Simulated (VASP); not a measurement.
Runs of VASP 6.6.1 on ZnS. The structure is that of space group F-43m (No. 216), or close to it. The cells are those of the table. 

```csv
level,cell,smearing,gap on the mesh (eV),pressure (GPa)
r2SCAN,"a = 3.788, b = 3.788, c = 3.767 Å, angles 60.2, 60.2, 59.6°, 2 atoms",gaussian 0.01 eV,(b),2.0
PBE,"a = 3.811, b = 3.811, c = 3.908 Å, angles 59.2, 59.2, 58.3°, 2 atoms",fermi-dirac 0.02 eV,1.97,2.5
r2SCAN,"a = 3.811, b = 3.811, c = 3.908 Å, angles 59.2, 59.2, 58.3°, 2 atoms",gaussian 0.01 eV,2.53,(a)
PBE,"a = 3.819, b = 3.810 Å, angles 60.1, 59.8, 60.1°, 2 atoms",fermi-dirac 0.02 eV,2.13,2.1
PBE,"a = 3.788, b = 3.788, c = 3.767 Å, angles 60.2, 60.2, 59.6°, 2 atoms",fermi-dirac 0.02 eV,2.24,4.4
```

Alike in all rows: task single point; potentials or basis VASP PAW PBE potentials, release 64 (Zn, S); no spin polarisation; k mesh 8 × 8 × 8; cutoff (eV) 520.

Problem. Fill in the values left out.

Solution. (a) 0.1; (b) 2.81.

Caveats: the PAW data sets were made with another functional, which shifts forces and pressure a little (some runs).

